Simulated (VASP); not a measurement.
# Na (P-1) in VASP: single point with PBEsol

Aim: the single point of Na with PBEsol.

Everything below comes from runs of VASP 6.6.1. Logs are shortened: lines on timing, memory, paths and dates and some standing lists are left out, and cuts for length are marked.

## 1. The cell of the first run

The typed cell holds 2 atoms: a = 3.767 Å, b = 3.734 Å, c = 6.155 Å, α = 89.57°, β = 88.85°, γ = 119.13°.

## 2. Single point, PBEsol (equal xy, yz and zx shear strains of +2 %)

The input, INCAR:

```
SYSTEM = Na
ALGO = Normal ; EDIFF = 1E-6
ENCUT = 520 ; GGA = PS
ISIF = 2 ; ISMEAR = -1
LASPH = .TRUE. ; LCHARG = .TRUE.
LELF = .TRUE. ; LREAL = .FALSE.
LVHAR = .TRUE. ; LWAVE = .FALSE.
NBANDS = 14 ; NELM = 100
PREC = Accurate ; SIGMA = 0.05
```

The input, KPOINTS:

```
k-points
0
G
  13 13 7
  0 0 0
```

The input, POSCAR:

```
Na
1.0
    3.7670009976      0.0376700100      0.0376700100
   -1.8508773132      3.2434835550      0.0137881806
    0.0615400000      0.0615400000      6.1540000000
Na
2
Direct
    0.3333333333      0.6666666667      0.2500000000
    0.6666666667      0.3333333333      0.7500000000
```

Potentials or basis: VASP PAW PBE potentials, release 64 (Na_pv).

Run with:

```bash
$ cat potpaw_PBE.64/Na_pv/POTCAR > POTCAR
$ mpirun -np 1 vasp_std > vasp.out
```

OUTCAR:

```text
SYSTEM = Na
   EDIFF = 1E-6
   ENCUT = 520
   GGA = PS
   ISIF = 2
   ISMEAR = -1
   LASPH = .TRUE.
   LREAL = .FALSE.
   NELM = 100
   PREC = Accurate

 ion  position               nearest neighbor table
   1  0.333  0.667  0.250-
   2  0.667  0.333  0.750-

  LATTYP: Found a triclinic cell.
 ALAT       =     3.8000192942
 B/A-ratio  =     0.9827452114
 C/A-ratio  =     1.6196273999
 COS(alpha) =     0.0074204947
 COS(beta)  =     0.0272158149
 COS(gamma) =     0.5000757388

  Lattice vectors:

 A1 = (   1.9161236844,   3.2811535650,   0.0514581906)
 A2 = (  -1.8508773132,   3.2434835550,   0.0137881806)
 A3 = (   0.0615400000,   0.0615400000,   6.1540000000)

Analysis of symmetry for initial positions (statically):
=====================================================================
 Subroutine PRICEL returns:
 Original cell was already a primitive cell.

 Routine SETGRP: Setting up the symmetry group for a
 triclinic supercell.

 Subroutine GETGRP returns: Found  2 space group operations
 (whereof  2 operations were pure point group operations)
 out of a pool of  2 trial point group operations.

The static configuration has the point symmetry S_2 .

Analysis of symmetry for dynamics (positions and initial velocities):
=====================================================================
 Subroutine PRICEL returns:
 Original cell was already a primitive cell.

 Routine SETGRP: Setting up the symmetry group for a
 triclinic supercell.

 Subroutine GETGRP returns: Found  2 space group operations
 (whereof  2 operations were pure point group operations)
 out of a pool of  2 trial point group operations.

The dynamic configuration has the point symmetry S_2 .

 Subroutine INISYM returns: Found  2 space group operations
 (whereof  2 operations are pure point group operations),
 and found     1 'primitive' translations

----------------------------------------------------------------------------------------

                                     Primitive cell

  volume of cell :      75.6049

  direct lattice vectors                    reciprocal lattice vectors
     3.767000998  0.037670010  0.037670010     0.263997962  0.150666715 -0.004146647
    -1.850877313  3.243483555  0.013788181    -0.003035556  0.306591168 -0.003035556
     0.061540000  0.061540000  6.154000000    -0.001609189 -0.001609189  0.162528121

  length of vectors
     3.767377679  3.734450765  6.154615369     0.303994372  0.306621222  0.162544053

  position of ions in fractional coordinates (direct lattice)
[... 83 lines left out ...]
   IBRION =     -1    ionic relax: 0-MD 1-quasi-New 2-CG
   NFREE  =      0    steps in history (QN), initial steepest desc. (CG)
   ISIF   =      2    stress and relaxation
   ISYM   =      2    0-nonsym 1-usesym 2-fastsym
   POTIM  = 0.5000    time-step for ionic-motion
   TEBEG  =    0.0;   TEEND  =   0.0 temperature during run
   PSTRESS=    0.0 pullay stress
   NELECT =      14.0000    total number of electrons
   NUPDOWN=      -1.0000    fix difference up-down
   EMIN   =  10.00;   EMAX   =-10.00  energy-range for DOS
   EFERMI =   0.00;   METHOD = LEGACY
   ISMEAR =    -1;   SIGMA  =   0.05  broadening in eV -4-tet -1-fermi 0-gaus
   EFERMI_NEDOS =   21; number of points for ismear=-14 and -15
   IALGO  =     38    algorithm
   IMIX   =      4    mixing-type and parameters
     AMIX     =   0.40;   BMIX     =  1.00
     AMIX_MAG =   1.60;   BMIX_MAG =  1.00
  volume/ion in A,a.u.               =      37.80       255.10
  Fermi-wavevector in a.u.,A,eV,Ry     =   0.933113  1.763327 11.846585  0.870699
  Thomas-Fermi vector in A             =   2.059781
   LORBIT       =      0    0 simple, 1 ext, 2 COOP (PROOUT), +10 PAW based schemes
   GGA     = PS    functional components
   LHFCALC =     F    Hartree Fock is set to
   AEXX    =    0.0000 exact exchange contribution
   IVDW    =     0    specifies the selected vdW correction
   LEPSILON=     F    determine dielectric tensor
   LRPA    =     F    only Hartree local field effects (RPA)
 non-spin polarized calculation
  energy-cutoff  :      520.00
  volume of cell :       75.60
 maximum number of plane-waves:      2056
   NGX = 13   NGY = 13   NGZ = 23

 number of electron      14.0000011 magnetization

 Free energy of the ion-electron system (eV)
  ---------------------------------------------------
  ext. energy  EPLUGINS =         0.00000000
  ---------------------------------------------------
  free energy    TOTEN  =        -2.79859123 eV

  energy without entropy =       -2.79022673  energy(sigma->0) =       -2.79440898

 E-fermi :   0.2423     XC(G=0):  -6.4494

 val. band max:        0.2374805371   @ k =   0.4615  -0.0769   0.4286
 cond. band min:       0.2476335590   @ k =   0.1538   0.3846   0.0000
 fundamental gap:      0.0101530220
 Fermi energy:         0.2422797973

 k-point     1 :       0.0000    0.0000    0.0000
  band No.  band energies     occupation
      1     -24.5797      2.00000
      2     -24.5518      2.00000
      3     -24.5513      2.00000
      4     -24.5472      2.00000
      5     -24.5468      2.00000
      6     -24.5465      2.00000
      7      -2.9871      2.00000
      8       0.7931      0.00003
      9       1.1992      0.00000
     10       9.9666      0.00000
     11      10.2757      0.00000
     12      10.2904      0.00000
     13      10.5327      0.00000
     14      10.7320      0.00000
[... 377 lines left out ...]
      1     -24.5703      2.00000
      2     -24.5667      2.00000
      3     -24.5649      2.00000
      4     -24.5581      2.00000
      5     -24.5532      2.00000
      6     -24.5511      2.00000
      7      -1.3986      2.00000
      8       2.1980      0.00000
      9       2.6532      0.00000
     10       3.9654      0.00000
     11       5.1733      0.00000
     12       7.2125      0.00000
     13       8.1724      0.00000
     14       8.4567      0.00000

 [... further k-points ...]
[... 5 lines left out ...]
  --------------------------------------------------------------------------------------
  -------------------------------------------------------------------------------------
  Total       -0.1361441     -0.1372374     -0.0841836     -0.0332458     -0.0359981     -0.0358349
  in kB       -2.8850894     -2.9082584     -1.7839726     -0.7045267     -0.7628507     -0.7593924
  external PRESSURE =      -2.5257735 kB  Pullay stress =       0.0000000 kB

 VOLUME and BASIS-vectors are now :
 -----------------------------------------------------------------------------
  energy-cutoff  :      520.00
  volume of cell :       75.60
      direct lattice vectors                 reciprocal lattice vectors
     3.767000998  0.037670010  0.037670010     0.263997962  0.150666715 -0.004146647
    -1.850877313  3.243483555  0.013788181    -0.003035556  0.306591168 -0.003035556
     0.061540000  0.061540000  6.154000000    -0.001609189 -0.001609189  0.162528121

 POSITION                                       TOTAL-FORCE (eV/Angst)
 -----------------------------------------------------------------------------------
      0.03713      2.19026      1.56025        -0.006558     -0.000042      0.000504
      1.94053      1.15243      4.64521         0.006558      0.000042     -0.000504
 -----------------------------------------------------------------------------------
    total drift:                                0.000000     -0.000000      0.000000

  FREE ENERGIE OF THE ION-ELECTRON SYSTEM (eV)
  ---------------------------------------------------
  free  energy   TOTEN  =        -2.7985912311 eV

  energy  without entropy=       -2.7902267334  energy(sigma->0) =       -2.79440898
```

stdout:

```text
POSCAR found type information on POSCAR Na
 POSCAR found :  1 types and       2 ions
 scaLAPACK will be used
 -----------------------------------------------------------------------------
|                                                                             |
|                                                                             |
|     You enforced a specific xc type in the INCAR file but a different       |
|     I HOPE YOU KNOW WHAT YOU ARE DOING!                                     |
|                                                                             |
 -----------------------------------------------------------------------------

 LDA part: xc-table for (Slater+PW92), standard interpolation
 POSCAR, INCAR and KPOINTS ok, starting setup
 FFT: planning ... GRIDC
 FFT: planning ... GRID_SOFT
 FFT: planning ... GRID
 WAVECAR not read
 entering main loop
```

Run time: 2.9 min. Hardware: 1 thread of Intel Xeon Platinum 8488C (Sapphire Rapids), shared host; peak memory 0.53 GiB.

What came out:

- Free energy: -2.7986 eV
- Pressure: -0.3 GPa
- Largest force: 0.007 eV/Å
- Band gap on the k mesh: zero (bands 7 and 8 overlap by 3.41 eV)

Forces in eV/Å, atoms in the order of the input:
```
Na  -0.007  0.000  0.001
Na   0.007  0.000 -0.001
```

Levels at points of the mesh, in eV from the Fermi level:
```csv
k point,band 4,band 5,band 6,band 7,band 8,band 9,band 10,band 11
"(0.00, 0.00, 0.00)",-24.79,-24.79,-24.79,-3.23,0.55,0.96,9.72,10.03
```

Caveat: the cell differs from its parent crystal (equal xy, yz and zx shear strains of +2 %); the PAW data sets were made with another functional, which shifts forces and pressure a little.
